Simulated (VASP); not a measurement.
A run of VASP 6.6.1 is set up as follows.

Contents of INCAR:

```
SYSTEM = InP
ALGO = Fast ; EDIFF = 1E-6
EDIFFG = -0.01 ; ENCUT = 600
GGA = PE ; IBRION = 2
ISIF = 3 ; ISMEAR = 0
LASPH = .True. ; LCHARG = .False.
LREAL = .False. ; LWAVE = .False.
NELM = 80 ; NSW = 100
PREC = Accurate ; SIGMA = 0.1
```

Contents of KPOINTS:

```
k-points
0
Gamma
  12 12 8
  0 0 0
```

POSCAR

```
InP
1.0
    2.8701536875     -3.0126846566      0.0000000000
    2.8701536875      3.0126846566      0.0000000000
    0.0000000000      0.0000000000      5.6305128484
In P
2 2
Direct
    0.2526925135      0.7473074865      0.5000000000
    0.7473074865      0.2526925135      0.5000000000
    0.8262863498      0.1737136502      0.0000000000
    0.1737136502      0.8262863498      0.0000000000
```

Potentials or basis: VASP PAW PBE potentials, release 64 (In_d, P).

The run is started by

```console
$ cat potpaw_PBE.64/In_d/POTCAR potpaw_PBE.64/P/POTCAR > POTCAR
$ mpirun -np 1 vasp_std > vasp.out
```

(1) Predict the relaxed volume.

(2) Predict the space group after relaxing (to 0.1 Å).

Answers

(1) 24.86 Å³/atom.

(2) Cmmm (No. 65).
